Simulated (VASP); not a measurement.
# C (Cmcm) in VASP: a series of runs

Aim: see how the results for C move with the level of theory and the settings. Levels: PBE, r2SCAN. Tasks: single point.

Everything below comes from runs of VASP 6.6.1. Logs are shortened: lines on timing, memory, paths and dates and some standing lists are left out, and cuts for length are marked.

**1. The cell of the first run**

Symmetry: Cmcm, No. 63, orthorhombic system. Conventional cell: a = 2.553 Å, b = 4.336 Å, c = 4.169 Å, α = 90.00°, β = 90.00°, γ = 90.00°. C (site symmetry m) has 4 C at 1.54 to 1.56 Å within 2.0 Å.

**2. Single point, PBE (uniaxial x strain +2.0%)**

File INCAR:

```
PREC     = Accurate       # precision mode
ENCUT    = 520            # plane-wave cutoff, eV
EDIFF    = 1E-7           # SCF threshold, eV
ISMEAR   = -1             # smearing method
SIGMA    = 0.02           # smearing width, eV
LREAL    = False          # projectors in reciprocal space
LASPH    = True           # aspherical terms in the spheres
NELM     = 80             # most SCF steps
ALGO     = Normal         # electronic algorithm
ISIF     = 2              # what is computed and relaxed
LWAVE    = False          # write WAVECAR
LCHARG   = False          # write CHGCAR
GGA      = PE             # functional
NBANDS   = 16             # bands
```

File KPOINTS:

```
regular mesh
0
Gamma
  12 12 6
```

File POSCAR:

```
C
1.0
    2.5532592808      0.0000000000      0.0000000000
   -1.2766296404      2.1678307839      0.0000000000
    0.0000000000      0.0000000000      4.1688692751
C
4
Direct
    0.3331848458      0.6663696915      0.0001955540
    0.6668151542      0.3336303085      0.5001955540
    0.3331848458      0.6663696915      0.3748044460
    0.6668151542      0.3336303085      0.8748044460
```

Potentials or basis: VASP PAW PBE potentials, release 64 (C).

Started as:

```
$ cat potpaw_PBE.64/C/POTCAR > POTCAR
$ mpirun -np 1 vasp_std > vasp.out
```

OUTCAR:

```text
PREC = Accurate
   ENCUT = 520
   EDIFF = 1E-7
   ISMEAR = -1
   LREAL = False
   LASPH = True
   NELM = 80
   ISIF = 2
   GGA = PE

 ion  position               nearest neighbor table
   1  0.333  0.666  0.000-   4 1.54   4 1.56   4 1.56   3 1.56
   2  0.667  0.334  0.500-   3 1.54   3 1.56   3 1.56   4 1.56
   3  0.333  0.666  0.375-   2 1.54   2 1.56   2 1.56   1 1.56
   4  0.667  0.334  0.875-   1 1.54   1 1.56   1 1.56   2 1.56

  Warning from LATTYP: Monoclinic adjustment (A1->A3, A2->A1, A3->A2)!
  LATTYP: Found a base centered orthorhombic cell.
 ALAT       =     2.5532592808
 B/A-ratio  =     1.6980890270
 C/A-ratio  =     1.6327637802

  Lattice vectors:

 A1 = (   1.2766296404,  -2.1678307839,   0.0000000000)
 A2 = (   1.2766296404,   2.1678307839,   0.0000000000)
 A3 = (   0.0000000000,   0.0000000000,   4.1688692751)

Analysis of symmetry for initial positions (statically):
=====================================================================
 Subroutine PRICEL returns:
 Original cell was already a primitive cell.

 Routine SETGRP: Setting up the symmetry group for a
 base centered orthorhombic supercell.

 Subroutine GETGRP returns: Found  8 space group operations
 (whereof  2 operations were pure point group operations)
 out of a pool of  8 trial point group operations.

The static configuration has the point symmetry C_1h.
 The point group associated with its full space group is D_2h.

Analysis of symmetry for dynamics (positions and initial velocities):
=====================================================================
 Subroutine PRICEL returns:
 Original cell was already a primitive cell.

 Routine SETGRP: Setting up the symmetry group for a
 base centered orthorhombic supercell.

 Subroutine GETGRP returns: Found  8 space group operations
 (whereof  2 operations were pure point group operations)
 out of a pool of  8 trial point group operations.

The dynamic configuration has the point symmetry C_1h.
 The point group associated with its full space group is D_2h.

 Subroutine INISYM returns: Found  8 space group operations
 (whereof  2 operations are pure point group operations),
 and found     1 'primitive' translations

----------------------------------------------------------------------------------------

[... 94 lines left out ...]
   ENCUT  =  520.0 eV  38.22 Ry    6.18 a.u.   4.75  4.68  7.75*2*pi/ulx,y,z
   NELM   =     80;   NELMIN=  2; NELMDL= -5     # of ELM steps
   EDIFF  = 0.1E-06   stopping-criterion for ELM
   LREAL  =      F    real-space projection
   EDIFFG = 0.1E-05   stopping-criterion for IOM
   NSW    =      0    number of steps for IOM
   IBRION =     -1    ionic relax: 0-MD 1-quasi-New 2-CG
   NFREE  =      0    steps in history (QN), initial steepest desc. (CG)
   ISIF   =      2    stress and relaxation
   ISYM   =      2    0-nonsym 1-usesym 2-fastsym
   POTIM  = 0.5000    time-step for ionic-motion
   TEBEG  =    0.0;   TEEND  =   0.0 temperature during run
   PSTRESS=    0.0 pullay stress
   NELECT =      16.0000    total number of electrons
   NUPDOWN=      -1.0000    fix difference up-down
   EMIN   =  10.00;   EMAX   =-10.00  energy-range for DOS
   EFERMI =   0.00;   METHOD = LEGACY
   ISMEAR =    -1;   SIGMA  =   0.02  broadening in eV -4-tet -1-fermi 0-gaus
   EFERMI_NEDOS =   21; number of points for ismear=-14 and -15
   IALGO  =     38    algorithm
   IMIX   =      4    mixing-type and parameters
     AMIX     =   0.40;   BMIX     =  1.00
     AMIX_MAG =   1.60;   BMIX_MAG =  1.00
  volume/ion in A,a.u.               =       5.77        38.93
  Fermi-wavevector in a.u.,A,eV,Ry     =   1.449001  2.738215 28.566838  2.099603
  Thomas-Fermi vector in A             =   2.566777
   LORBIT       =      0    0 simple, 1 ext, 2 COOP (PROOUT), +10 PAW based schemes
   GGA     = PE    functional components
   LHFCALC =     F    Hartree Fock is set to
   AEXX    =    0.0000 exact exchange contribution
   IVDW    =     0    specifies the selected vdW correction
   LEPSILON=     F    determine dielectric tensor
   LRPA    =     F    only Hartree local field effects (RPA)
 non-spin polarized calculation
  energy-cutoff  :      520.00
  volume of cell :       23.07
 maximum number of plane-waves:       640
   NGX =  9   NGY =  9   NGZ = 15

 number of electron      16.0000000 magnetization

 Free energy of the ion-electron system (eV)
  ---------------------------------------------------
  ext. energy  EPLUGINS =         0.00000000
  ---------------------------------------------------
  free energy    TOTEN  =       -36.25115113 eV

  energy without entropy =      -36.25115113  energy(sigma->0) =      -36.25115113

 E-fermi :  10.2808     XC(G=0): -13.1597

 val. band max:        9.8296765536   @ k =   0.0000   0.0000   0.0000
 cond. band min:      13.1625640740   @ k =   0.3333   0.3333   0.0000
 fundamental gap:      3.3328875204
 Fermi energy:        10.2807852465

 k-point     1 :       0.0000    0.0000    0.0000
  band No.  band energies     occupation
      1     -11.7872      2.00000
      2      -6.1753      2.00000
      3      -3.7326      2.00000
      4       6.5719      2.00000
      5       6.7181      2.00000
      6       9.3092      2.00000
[... 433 lines left out ...]
      3      -1.1134      2.00000
      4       0.3250      2.00000
      5       0.5800      2.00000
      6       1.7216      2.00000
[... 8 lines left out ...]
     15      25.8649      0.00000
     16      27.4475      0.00000

 [... further k-points ...]

------------------------ aborting loop because EDIFF is reached ----------------------------------------

  FORCE on cell =-STRESS in cart. coord.  units (eV):
  Direction    XX          YY          ZZ          XY          YZ          ZX
  --------------------------------------------------------------------------------------
  -------------------------------------------------------------------------------------
  Total       -2.5694593      0.4436940      0.5646692      0.0000000      0.0000000      0.0000000
  in kB     -178.4077647     30.8074369     39.2072218      0.0000000      0.0000000      0.0000000
  external PRESSURE =     -36.1310353 kB  Pullay stress =       0.0000000 kB

 VOLUME and BASIS-vectors are now :
 -----------------------------------------------------------------------------
  energy-cutoff  :      520.00
  volume of cell :       23.07
      direct lattice vectors                 reciprocal lattice vectors
     2.553259281  0.000000000  0.000000000     0.391656268  0.230645309  0.000000000
    -1.276629640  2.167830784  0.000000000     0.000000000  0.461290617  0.000000000
     0.000000000  0.000000000  4.168869275     0.000000000  0.000000000  0.239873197

 POSITION                                       TOTAL-FORCE (eV/Angst)
 -----------------------------------------------------------------------------------
      0.00000      1.44458      0.00082         0.000000     -0.021419     -0.001550
      1.27663      0.72325      2.08525         0.000000      0.021419     -0.001550
      0.00000      1.44458      1.56251         0.000000     -0.021419      0.001550
      1.27663      0.72325      3.64695         0.000000      0.021419      0.001550
 -----------------------------------------------------------------------------------
    total drift:                                0.000000     -0.000000      0.000000

  FREE ENERGIE OF THE ION-ELECTRON SYSTEM (eV)
  ---------------------------------------------------
  free  energy   TOTEN  =       -36.2511511343 eV

  energy  without entropy=      -36.2511511343  energy(sigma->0) =      -36.25115113
```

It took 51 s on 1 thread of Intel Xeon 8259CL, shared host; peak memory 0.16 GiB.

Results:

```
Free energy            : -36.2512 eV
Pressure               : -3.6 GPa
Largest force          : 0.021 eV/Å
Band gap on the k mesh : 3.33 eV (least direct gap 4.62 eV)
```

Forces in eV/Å, atoms in the order of the input:
```
C    0.000 -0.021 -0.002
C    0.000  0.021 -0.002
C    0.000 -0.021  0.002
C    0.000  0.021  0.002
```

Caveat: the cell differs from its parent crystal (uniaxial x strain +2.0%); the cell stands under tension. A k mesh can miss the band edges.

**3. Single point, r2SCAN (uniaxial x strain +2.0%)**

POSCAR is that of step 2.

File INCAR.step1:

```
SYSTEM = C
PREC = Accurate
ENCUT = 520
ISMEAR = 0
SIGMA = 0.01
LREAL = .False.
LASPH = .True.
NELM = 60
NBANDS = 16
GGA = PE
ALGO = Normal
EDIFF = 1E-4
LWAVE = .True.
LCHARG = .False.
```

File INCAR.step2:

```
SYSTEM = C
PREC = Accurate
ENCUT = 520
EDIFF = 1E-7
ISMEAR = 0
SIGMA = 0.01
LREAL = .False.
LASPH = .True.
NELM = 60
ALGO = Normal
ISIF = 2
LWAVE = .False.
LCHARG = .True.
METAGGA = R2SCAN
LMIXTAU = .True.
LELF = .True.
LVHAR = .True.
NBANDS = 16
ISTART = 1
```

File KPOINTS:

```
regular mesh
0
Gamma
  12 12 6
  0 0 0
```

Potentials or basis: VASP PAW PBE potentials, release 64 (C).

Started as:

```
$ cat potpaw_PBE.64/C/POTCAR > POTCAR
$ cp INCAR.step1 INCAR
$ mpirun -np 1 vasp_std > vasp.out
$ cp INCAR.step2 INCAR
$ mpirun -np 1 vasp_std > vasp.out
```

OUTCAR:

```text
SYSTEM = C
   PREC = Accurate
   ENCUT = 520
   EDIFF = 1E-7
   ISMEAR = 0
   LREAL = .False.
   LASPH = .True.
   NELM = 60
   ISIF = 2
   METAGGA = R2SCAN
   ISTART = 1

 ion  position               nearest neighbor table
   1  0.333  0.666  0.000-   4 1.54   4 1.56   4 1.56   3 1.56
   2  0.667  0.334  0.500-   3 1.54   3 1.56   3 1.56   4 1.56
   3  0.333  0.666  0.375-   2 1.54   2 1.56   2 1.56   1 1.56
   4  0.667  0.334  0.875-   1 1.54   1 1.56   1 1.56   2 1.56

  Warning from LATTYP: Monoclinic adjustment (A1->A3, A2->A1, A3->A2)!
  LATTYP: Found a base centered orthorhombic cell.
 ALAT       =     2.5532592808
 B/A-ratio  =     1.6980890270
 C/A-ratio  =     1.6327637802

  Lattice vectors:

 A1 = (   1.2766296404,  -2.1678307839,   0.0000000000)
 A2 = (   1.2766296404,   2.1678307839,   0.0000000000)
 A3 = (   0.0000000000,   0.0000000000,   4.1688692751)

Analysis of symmetry for initial positions (statically):
=====================================================================
 Subroutine PRICEL returns:
 Original cell was already a primitive cell.

 Routine SETGRP: Setting up the symmetry group for a
 base centered orthorhombic supercell.

 Subroutine GETGRP returns: Found  8 space group operations
 (whereof  2 operations were pure point group operations)
 out of a pool of  8 trial point group operations.

The static configuration has the point symmetry C_1h.
 The point group associated with its full space group is D_2h.

Analysis of symmetry for dynamics (positions and initial velocities):
=====================================================================
 Subroutine PRICEL returns:
 Original cell was already a primitive cell.

 Routine SETGRP: Setting up the symmetry group for a
 base centered orthorhombic supercell.

 Subroutine GETGRP returns: Found  8 space group operations
[... 127 lines left out ...]
     AMIX     =   0.40;   BMIX     =  1.00
     AMIX_MAG =   1.60;   BMIX_MAG =  1.00
  volume/ion in A,a.u.               =       5.77        38.93
  Fermi-wavevector in a.u.,A,eV,Ry     =   1.449001  2.738215 28.566838  2.099603
  Thomas-Fermi vector in A             =   2.566777
   LORBIT       =      0    0 simple, 1 ext, 2 COOP (PROOUT), +10 PAW based schemes
   METAGGA = R2SCAN    functional components
   LHFCALC =     F    Hartree Fock is set to
   AEXX    =    0.0000 exact exchange contribution
   IVDW    =     0    specifies the selected vdW correction
   LEPSILON=     F    determine dielectric tensor
   LRPA    =     F    only Hartree local field effects (RPA)
 non-spin polarized calculation
 Gauss-broadening in eV      SIGMA  =   0.01
  energy-cutoff  :      520.00
  volume of cell :       23.07
 maximum number of plane-waves:       640
   NGX =  9   NGY =  9   NGZ = 15

 number of electron      16.0000000 magnetization

 Free energy of the ion-electron system (eV)
  ---------------------------------------------------
  ext. energy  EPLUGINS =         0.00000000
  ---------------------------------------------------
  free energy    TOTEN  =       -39.17487285 eV

  energy without entropy =      -39.17487285  energy(sigma->0) =      -39.17487285

 E-fermi :   9.9371     XC(G=0): -14.1578

 val. band max:        9.8282395349   @ k =   0.0000   0.0000   0.0000
 cond. band min:      13.4092153920   @ k =   0.3333   0.3333   0.0000
 fundamental gap:      3.5809758571
 Fermi energy:         9.9371370488

 k-point     1 :       0.0000    0.0000    0.0000
  band No.  band energies     occupation
      1     -13.0161      2.00000
      2      -7.2376      2.00000
      3      -4.4110      2.00000
      4       6.3717      2.00000
      5       6.5207      2.00000
      6       9.2838      2.00000
[... 433 lines left out ...]
      3      -1.9218      2.00000
      4      -0.2963      2.00000
      5       0.0701      2.00000
      6       1.3225      2.00000
[... 8 lines left out ...]
     15      26.8559      0.00000
     16      28.4125      0.00000

 [... further k-points ...]

------------------------ aborting loop because EDIFF is reached ----------------------------------------

  FORCE on cell =-STRESS in cart. coord.  units (eV):
  Direction    XX          YY          ZZ          XY          YZ          ZX
  --------------------------------------------------------------------------------------
  -------------------------------------------------------------------------------------
  Total       -3.2202583     -0.0993293      0.1323980      0.0000000      0.0000000      0.0000000
  in kB     -223.5953260     -6.8968270      9.1929161      0.0000000      0.0000000      0.0000000
  external PRESSURE =     -73.7664123 kB  Pullay stress =       0.0000000 kB

 VOLUME and BASIS-vectors are now :
 -----------------------------------------------------------------------------
  energy-cutoff  :      520.00
  volume of cell :       23.07
      direct lattice vectors                 reciprocal lattice vectors
     2.553259281  0.000000000  0.000000000     0.391656268  0.230645309  0.000000000
    -1.276629640  2.167830784  0.000000000     0.000000000  0.461290617  0.000000000
     0.000000000  0.000000000  4.168869275     0.000000000  0.000000000  0.239873197

 POSITION                                       TOTAL-FORCE (eV/Angst)
 -----------------------------------------------------------------------------------
      0.00000      1.44458      0.00082         0.000000     -0.005766      0.004743
      1.27663      0.72325      2.08525        -0.000000      0.005766      0.004743
      0.00000      1.44458      1.56251         0.000000     -0.005766     -0.004743
      1.27663      0.72325      3.64695        -0.000000      0.005766     -0.004743
 -----------------------------------------------------------------------------------
    total drift:                                0.000000     -0.000000      0.000000

  FREE ENERGIE OF THE ION-ELECTRON SYSTEM (eV)
  ---------------------------------------------------
  free  energy   TOTEN  =       -39.1748728509 eV

  energy  without entropy=      -39.1748728509  energy(sigma->0) =      -39.17487285
```

OUTCAR.step1:

```text
SYSTEM = C
   PREC = Accurate
   ENCUT = 520
   ISMEAR = 0
   LREAL = .False.
   LASPH = .True.
[... 689 lines left out ...]
      1.27663      0.72325      2.08525         0.000000      0.020897     -0.001431
      0.00000      1.44458      1.56251        -0.000000     -0.020897      0.001431
      1.27663      0.72325      3.64695         0.000000      0.020897      0.001431
 -----------------------------------------------------------------------------------
    total drift:                                0.000000     -0.000000      0.000000

  FREE ENERGIE OF THE ION-ELECTRON SYSTEM (eV)
  ---------------------------------------------------
  free  energy   TOTEN  =       -36.2511111349 eV

  energy  without entropy=      -36.2511111349  energy(sigma->0) =      -36.25111113
```

It took 4.2 min on 1 thread of Intel Xeon 8259CL, shared host; peak memory 0.17 GiB.

What came out:

```yaml
Free_energy: -39.1749 eV
Pressure: -7.4 GPa
Largest_force: 0.007 eV/Å
Band_gap_on_the_k_mesh: 3.58 eV (least direct gap 4.83 eV)
```

Forces on the atoms (eV/Å):
```
C    0.000 -0.006  0.005
C    0.000  0.006  0.005
C    0.000 -0.006 -0.005
C    0.000  0.006 -0.005
```

Stress tensor (GPa, compression positive):
```
-22.36   0.00   0.00
  0.00  -0.69   0.00
  0.00   0.00   0.92
```

Caveat: the cell differs from its parent crystal (uniaxial x strain +2.0%); the cell stands under tension; the PAW data sets were made with another functional, which shifts forces and pressure a little.
